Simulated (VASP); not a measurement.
Set up this calculation in VASP 6.6.1, as the native input.

| Quantity | Value |
| --- | --- |
| Task | single point |
| Functional | PBE |
| Potentials or basis | VASP PAW PBE potentials, release 64 (Re) |
| Cutoff | 520 eV |
| k mesh | 18 × 18 × 10 |
| Occupations | fermi-dirac, width 0.05 eV |
| Spin | no spin polarisation |
| Dipole correction | no |
| Further INCAR settings | ALGO = Normal; EDIFF = 1e-06; NBANDS = 14 |

The structure of Re lies in POSCAR:

```
Re
1.0
    2.5677224212      0.0000000000      0.0000000000
   -1.2838612106      2.2237128466      0.0000000000
    0.0000000000      0.0000000000      4.1057498614
Re
2
Direct
    0.3333333333      0.6666666667      0.2500000000
    0.6666666667      0.3333333333      0.7500000000
```

This cell differs from its parent crystal: volume scaled by 0.96.

These files were run (other wordings do the same):

INCAR

```
  PREC = Accurate
  ENCUT = 520
  EDIFF = 1E-6
  ISMEAR = -1
  SIGMA = 0.05
  LREAL = False
  LASPH = True
  NELM = 100
  ALGO = Normal
  ISIF = 2
  LWAVE = False
  LCHARG = True
  GGA = PE
  LELF = True
  LVHAR = True
  NBANDS = 14
```

KPOINTS

```
Automatic mesh
0
Gamma
  18 18 10
```

Potentials or basis: VASP PAW PBE potentials, release 64 (Re).

The run is started by

```bash
$ cat potpaw_PBE.64/Re/POTCAR > POTCAR
$ mpirun -np 1 vasp_std > vasp.out
```

Results of the run:

```yaml
Pressure: 153.4 GPa
Band_gap_on_the_k_mesh: zero (band 7 reaches 13.47 eV, above the bottom of band 8 at 8.43 eV)
```

Caveat: spin-orbit coupling is left out, which moves the levels of the heavy elements.

It took 44 s on 1 thread of Intel(R) Xeon(R) 6975P-C (Granite Rapids), with other jobs on the host, peak memory 0.18 GiB.
